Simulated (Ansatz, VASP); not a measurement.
# TiO: VASP beside Ansatz

```
Ti O
1.0
     2.81877    0.00000    0.00000
    -1.40938    2.44113    0.00000
     0.00000    0.00000    5.45627
Ti O
2 2
Direct
  0.33333 0.66667 0.25000
  0.66667 0.33333 0.75000
  0.00000 0.00000 0.00000
  0.00000 0.00000 0.50000
```

Alike in both runs: functional PBEsol; k mesh 18 × 18 × 8; occupations gaussian, width 0.1 eV; no spin polarisation.

Ansatz relaxed the structure, and its values are those at the end. VASP's run is a single point on that final structure, the one shown.

```csv
,VASP,Ansatz
version,VASP 6.6.1,Ansatz 0.2.0
potentials or method,"VASP PAW PBE potentials, release 64 (Ti_sv, O), cutoff 520 eV","scalar-relativistic, plane waves, PAW"
valence electrons in the cell,36,36
```

Ansatz gave:

```
gap on the k mesh at the Fermi level (eV) : none
pressure (GPa)                            : 0.0
```

Which values does VASP return?

gap on the k mesh at the Fermi level (eV): none; pressure (GPa): 0.8.

VASP's potentials were made for PBE, not for PBEsol. A gap of «none» marks a metal or a gap that the smearing closes.
